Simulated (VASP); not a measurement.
TePb, 2 atoms in the cell. The structure is cubic, space group Fm-3m (No. 225). Conventional cell: a = 6.462 Å, b = 6.462 Å, c = 6.462 Å, α = 90.00°, β = 90.00°, γ = 90.00°. Within 4.3 Å of Te (site symmetry m-3m) lie 6 Pb at 3.23 Å. Within 4.3 Å of Pb (site symmetry m-3m) lie 6 Te at 3.23 Å. 

```yaml
Program: VASP 6.6.1
Task: single point
Functional: PBE
Potentials_or_basis: VASP PAW PBE potentials, release 64 (Te, Pb_d)
Cutoff: 520 eV
k_mesh: 5 × 5 × 5
Occupations: gaussian, width 0.01 eV
Spin: no spin polarisation
Dipole_correction: no
Further_INCAR_settings: ALGO = Normal; EDIFF = 1e-07; NBANDS = 17
```

Potentials or basis: VASP PAW PBE potentials, release 64 (Te, Pb_d).

Command:

```bash
$ cat potpaw_PBE.64/Te/POTCAR potpaw_PBE.64/Pb_d/POTCAR > POTCAR
$ mpirun -np 1 vasp_std > vasp.out
```

Hardware: 1 thread of Intel(R) Xeon(R) Platinum 8375C CPU @ 2.90GHz (Ice Lake), with other jobs on the host.

Q: How long does it take, and how much memory?

A: It took 27 s on 1 thread of Intel(R) Xeon(R) Platinum 8375C CPU @ 2.90GHz (Ice Lake), with other jobs on the host, peak memory 0.2 GiB. Counts: scf iterations 15, k points 10.
